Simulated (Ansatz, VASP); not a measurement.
**One calculation of Ir, two programs**

The input INCAR:

```
SYSTEM = Ir
PREC     = Accurate       ! precision mode
ENCUT    = 560            ! plane-wave cutoff, eV
EDIFF    = 1E-6           ! SCF threshold, eV
ISMEAR   = 0              ! smearing method
SIGMA    = 0.15           ! smearing width, eV
LREAL    = .False.        ! projectors in reciprocal space
LASPH    = .True.         ! aspherical terms in the spheres
NELM     = 120            ! most SCF steps
ALGO     = Normal         ! electronic algorithm
ISIF     = 2              ! what is computed and relaxed
LWAVE    = .False.        ! write WAVECAR
LCHARG   = .True.         ! write CHGCAR
LELF     = .True.         ! ELF
LVHAR    = .True.       
NBANDS   = 14             ! bands
GGA_COMPAT= .False.
```

File KPOINTS:

```
regular mesh
0
Gamma
  22 22 22
  0 0 0
```

Contents of POSCAR:

```
Ir
1.0
    0.0000000000      1.9722871026      1.8257461709
    1.9722871026      0.0000000000      1.8257461709
    1.9722871026      1.9722871026      0.0000000000
Ir
1
Direct
    0.0000000000      0.0000000000      0.0000000000
```

Input for Ansatz:

```yaml
crystal:
  lattice:
    - [0.0, 1.9722871026, 1.8257461709]
    - [1.9722871026, 0.0, 1.8257461709]
    - [1.9722871026, 1.9722871026, 0.0]
  atoms:
    - { symbol: Ir, position: [0.0, 0.0, 0.0] }
basis:
  ecutwfc: 420
kpoints:
  mp_grid: { grid: [22, 22, 22] }
hamiltonian:
  xc: lda
  pseudopotentials: { kind: paw, azcp: { folder: soft_1 } }
scf:
  occupations: { method: gaussian, width: 0.15 }
output:
  forces: true
  stress: true
  eigenvalues: true
  write_density: true
  write_potential: true
  elf: true
  volumetric_format: npy
```

Alike in both runs: task single point; functional LDA; k mesh 22 × 22 × 22; occupations gaussian, width 0.15 eV; no spin polarisation.

```csv
,VASP,Ansatz
version,VASP 6.6.1,Ansatz 0.2.0
potentials or method,"VASP PAW LDA potentials, release 64 (Ir_sv_GW), cutoff 560 eV","scalar-relativistic, plane waves, PAW"
valence electrons in the cell,17,17
```

Ansatz gave:

- gap on the k mesh at the Fermi level (eV): none
- pressure (GPa): -8.5
- traceless stress, the component that is largest in VASP (GPa): 17.83

Task: Which values does VASP return?

Result: gap on the k mesh at the Fermi level (eV): none; pressure (GPa): -8.9; traceless stress, the component that is largest in VASP (GPa): 17.74.

Ansatz warns that its potentials were made for another functional, while VASP's fit it. LDA's correlation is that of Perdew and Zunger in VASP and of Perdew and Wang (1992) in Ansatz. A gap of «none» marks a metal or a gap that the smearing closes.

Neither program's run includes spin-orbit coupling.
